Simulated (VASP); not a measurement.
A run of VASP 6.6.1 is set up as follows.

The input INCAR:

```
PREC = Accurate ; ENCUT = 520
EDIFF = 1E-6 ; ISMEAR = 0
SIGMA = 0.1 ; LREAL = False
LASPH = True ; NELM = 100
ALGO = Normal ; ISIF = 2
LWAVE = False ; LCHARG = True
GGA = PS ; LELF = True
LVHAR = True ; NBANDS = 44
```

The input KPOINTS:

```
Automatic mesh
0
Gamma
  10 10 8
```

POSCAR

```
CuO
1.0
    4.1700838121      0.0000000000      0.0000000000
    0.0000000000      4.1712560125      0.0000000000
    0.0000000000      0.0000000000      4.8885742330
Cu O
4 4
Direct
    0.2500000000      0.2500000000      0.5000000000
    0.2500000000      0.7500000000      0.0000000000
    0.7500000000      0.7500000000      0.5000000000
    0.7500000000      0.2500000000      0.0000000000
    0.5000000000      0.0000000000      0.7500000000
    0.5000000000      0.0000000000      0.2500000000
    0.0000000000      0.5000000000      0.7500000000
    0.0000000000      0.5000000000      0.2500000000
```

Potentials or basis: VASP PAW PBE potentials, release 64 (Cu, O).

Command:

```bash
$ cat potpaw_PBE.64/Cu/POTCAR potpaw_PBE.64/O/POTCAR > POTCAR
$ mpirun -np 1 vasp_std > vasp.out
```

Q: Estimate the pressure.

A: 4.1 GPa.

Q: Predict the band gap on the k mesh.

A: Zero (bands 34 and 35 overlap by 1.27 eV).

Stress tensor (GPa, compression positive):
```
 0.71  0.00  0.00
 0.00  0.70  0.00
 0.00  0.00 10.76
```

Caveat: the cell differs from its parent crystal (uniaxial strain along c: -4.0 %, then relaxed in part); the stress differs along the axes, from 1 to 11 GPa; the PAW data sets were made with another functional, which shifts forces and pressure a little; semilocal functionals often make such compounds metallic where correlation or magnetic order opens a gap, which also shifts bond lengths.
